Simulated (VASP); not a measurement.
Write the native input for VASP 6.6.1 that does the following.

| Property | Result |
| --- | --- |
| Task | relaxation of cell and atoms |
| Functional | PBE |
| Potentials or basis | VASP PAW PBE potentials, release 64 (Ga_d, N) |
| Cutoff | 600 eV |
| k mesh | 12 × 12 × 6 |
| Occupations | gaussian, width 0.02 eV |
| Spin | no spin polarisation |
| Dipole correction | no |
| Further INCAR settings | ALGO = Normal; EDIFF = 1e-06; IBRION = 2; EDIFFG = -0.005; NSW = 100; ISIF = 3 |

The structure of GaN lies in POSCAR:

```
GaN
1.0
    3.1799996605      0.0000000000      0.0000000000
   -1.5899998303      2.7539604900      0.0000000000
    0.0000000000      0.0000000000      5.1660000000
Ga N
2 2
Direct
    0.3333333333      0.6666666667      0.0000000000
    0.6666666667      0.3333333333      0.5000000000
    0.3333333333      0.6666666667      0.3750000000
    0.6666666667      0.3333333333      0.8750000000
```

One way to write it, as run:

INCAR

```
SYSTEM = GaN
PREC = Accurate
ENCUT = 600
EDIFF = 1E-6
ISMEAR = 0
SIGMA = 0.02
LREAL = .False.
LASPH = .True.
NELM = 100
ALGO = Normal
ISIF = 3
LWAVE = .False.
LCHARG = .False.
GGA = PE
IBRION = 2
NSW = 100
EDIFFG = -0.005
```

KPOINTS

```
Automatic mesh
0
Gamma
  12 12 6
  0 0 0
```

Potentials or basis: VASP PAW PBE potentials, release 64 (Ga_d, N).

Command:

```sh
$ cat potpaw_PBE.64/Ga_d/POTCAR potpaw_PBE.64/N/POTCAR > POTCAR
$ mpirun -np 1 vasp_std > vasp.out
```

It gave:

```
Relaxed volume                         : 11.76 Å³/atom
Relaxed cell                           : a = 3.218 Å, b = 3.218 Å, c = 5.244 Å, α = 90.00°, β = 90.00°, γ = 120.00°
Space group after relaxing (to 0.05 Å) : P6_3mc (No. 186)
Energy gained by relaxing              : 10.1 meV/atom
Ionic steps                            : 10
Pressure after relaxing                : 0.0 GPa
Band gap on the k mesh                 : 1.71 eV, direct
```

Run time: 3.4 min on 1 thread of Intel(R) Xeon(R) Platinum 8559C (Emerald Rapids) (shared host), peak memory 0.24 GiB.
